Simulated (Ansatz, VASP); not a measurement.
EuO in VASP and in Ansatz

```
Eu O
1.0
     0.00000    2.57195    2.57195
     2.57195    0.00000    2.57195
     2.57195    2.57195    0.00000
Eu O
1 1
Direct
  0.00000 0.00000 0.00000
  0.50000 0.50000 0.50000
```

Alike in both runs: task single point; functional PBE; k mesh 9 × 9 × 9; occupations fermi-dirac, width 0.1 eV; collinear spin; Hubbard terms Eu f U = 3.0 eV.

```csv
,VASP,Ansatz
version,VASP 6.6.1,Ansatz 0.2.0
potentials or method,"VASP PAW PBE potentials, release 64 (Eu, O), cutoff 600 eV","plane waves, PAW"
valence electrons in the cell,23,23
```

Ansatz gave:

- gap on the k mesh at the Fermi level (eV): none
- pressure (GPa): -0.9
- net moment per atom (μB): 3.50
- size of the moment on the site where the two differ most (μB): 6.70

Q: What did VASP give for the same quantities?

A: gap on the k mesh at the Fermi level (eV): none; pressure (GPa): -1.5; net moment per atom (μB): 3.50; size of the moment on the site where the two differ most (μB): 6.67.

Site moments also hang on the region over which each program counts them. The programs project onto different local orbitals, so the same U acts differently, and such runs can settle in different states. A gap of «none» marks a metal or a gap that the smearing closes. Ansatz's warnings: filled band counts differ across k points, given moment on shells.

Neither program's run includes spin-orbit coupling.
